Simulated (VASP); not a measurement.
A run of VASP 6.6.1:

Contents of INCAR:

```
SYSTEM = HfIn4SiO6
  PREC = Accurate
  ENCUT = 520
  EDIFF = 1E-7
  ISMEAR = -1
  SIGMA = 0.05
  LREAL = .False.
  LASPH = .True.
  NELM = 60
  ALGO = Normal
  ISIF = 2
  LWAVE = .False.
  LCHARG = .False.
  GGA = PE
  IVDW = 12
  NBANDS = 63
```

The input KPOINTS:

```
regular mesh
0
Gamma
  4 4 3
  0 0 0
```

POSCAR

```
HfIn4SiO6
1.0
    2.7158500000     -4.7035700000      0.0083300000
    2.7158500000      4.7035700000      0.0083300000
   -1.8791500000      0.0000000000      7.4012700000
Hf In Si O
1 4 1 6
Direct
    0.7883500000      0.2116500000      0.0000000000
    0.6217500000      0.3782500000      0.5000000000
    0.4550200000      0.5449800000      0.0000000000
    0.2840700000      0.7159300000      0.5000000000
    0.9581400000      0.0418600000      0.5000000000
    0.1216800000      0.8783200000      0.0000000000
    0.0621900000      0.1141500000      0.8666600000
    0.8858500000      0.9378100000      0.1333400000
    0.7949000000      0.5378400000      0.8666300000
    0.4621600000      0.2051000000      0.1333700000
    0.1535200000      0.6287900000      0.1333300000
    0.3712100000      0.8464800000      0.8666700000
```

Potentials or basis: VASP PAW PBE potentials, release 64 (Hf_pv, In_d, Si, O).

The run is started by

```sh
$ cat potpaw_PBE.64/Hf_pv/POTCAR potpaw_PBE.64/In_d/POTCAR potpaw_PBE.64/Si/POTCAR potpaw_PBE.64/O/POTCAR > POTCAR
$ mpirun -np 1 vasp_std > vasp.out
```

Hardware: 1 thread of Intel(R) Xeon(R) Platinum 8488C (Sapphire Rapids) (shared host).

Question: Estimate the wall time of this run.

Answer: Run time: 5.5 min on 1 thread of Intel(R) Xeon(R) Platinum 8488C (Sapphire Rapids), on a shared host, peak memory 0.41 GiB. Counts: scf iterations 17, k points 17.
